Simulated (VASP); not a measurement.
Wanted: the native input for a VASP 6.6.1 run.

- Task: single point
- Functional: PBE
- Potentials or basis: VASP PAW PBE potentials, release 64 (O_h, H_h, C_h, N_h)
- Cutoff: 910 eV
- k mesh: 1 × 1 × 1
- Occupations: fermi-dirac, width 0.02 eV
- Spin: no spin polarisation
- Dipole correction: no
- Second run: hard_potentials
- Further INCAR settings: LREAL = Auto; ALGO = Normal; EDIFF = 1e-06; NBANDS = 39

The structure of H11C2NO4 lies in POSCAR:

```
H11C2NO4
1.0
    5.9154820000      0.0000000000      0.0000000000
    0.0000000000      5.9154820000      0.0000000000
    0.0000000000      0.0000000000      5.9154820000
O H C N
4 11 2 1
Direct
    0.9731751360      0.1274790457      0.6338452217
    0.6363640359      0.5998834922      0.5517724507
    0.3858350004      0.9498634262      0.7562021151
    0.6327802198      1.0878910628      0.2234982711
    1.1190465967      0.0464374670      0.6505640622
    0.9976025622      0.2428542594      0.5241500185
    0.7515363921      0.7021405863      0.4864185201
    0.5140071426      0.5754898756      0.4317991332
    0.4604358529      1.0102642523      0.8949228482
    0.4867397112      0.8232972393      0.7096125049
    0.7183860926      1.0705805546      0.3665466314
    0.4983533041      1.1682902594      0.2800278997
    0.9236440919      0.8513084817      0.9330093473
    0.8998928574      0.5427621959      0.8996561903
    0.8192231842      0.6788119717      1.1329930511
    0.9541234341      0.6793529251      1.0046518610
    1.1619002475      0.6192056708      1.1042379979
    1.3299000825      0.5491353029      1.1817633796
```

One way to write it, as run:

INCAR

```
SYSTEM = H11C2NO4
PREC = Accurate
ENCUT = 910
EDIFF = 1E-6
ISMEAR = -1
SIGMA = 0.02
LREAL = Auto
LASPH = .TRUE.
NELM = 120
ALGO = Normal
ISIF = 2
LWAVE = .FALSE.
LCHARG = .TRUE.
GGA = PE
LELF = .TRUE.
LVHAR = .TRUE.
NBANDS = 39
GGA_COMPAT = .FALSE.
```

KPOINTS

```
Automatic mesh
0
G
  1 1 1
  0 0 0
```

Potentials or basis: VASP PAW PBE potentials, release 64 (O_h, H_h, C_h, N_h).

Run with:

```sh
$ cat potpaw_PBE.64/O_h/POTCAR potpaw_PBE.64/H_h/POTCAR potpaw_PBE.64/C_h/POTCAR potpaw_PBE.64/N_h/POTCAR > POTCAR
$ mpirun -np 1 vasp_gam > vasp.out
```

Results of the run:

```
Pressure               : -1.2 GPa
Largest force          : 1.868 eV/Å
Band gap on the k mesh : 4.93 eV
```

Caveat: the k points lie up to 1.06 Å⁻¹ apart; the cutoff is under 1.25 times the usual one of these potentials, so pressure, stress and relaxed cells hold a basis-set (Pulay) error.

It used 55 s of CPU time on 1 thread of AMD EPYC 7R13 Processor (Zen 3), with other jobs on the host.
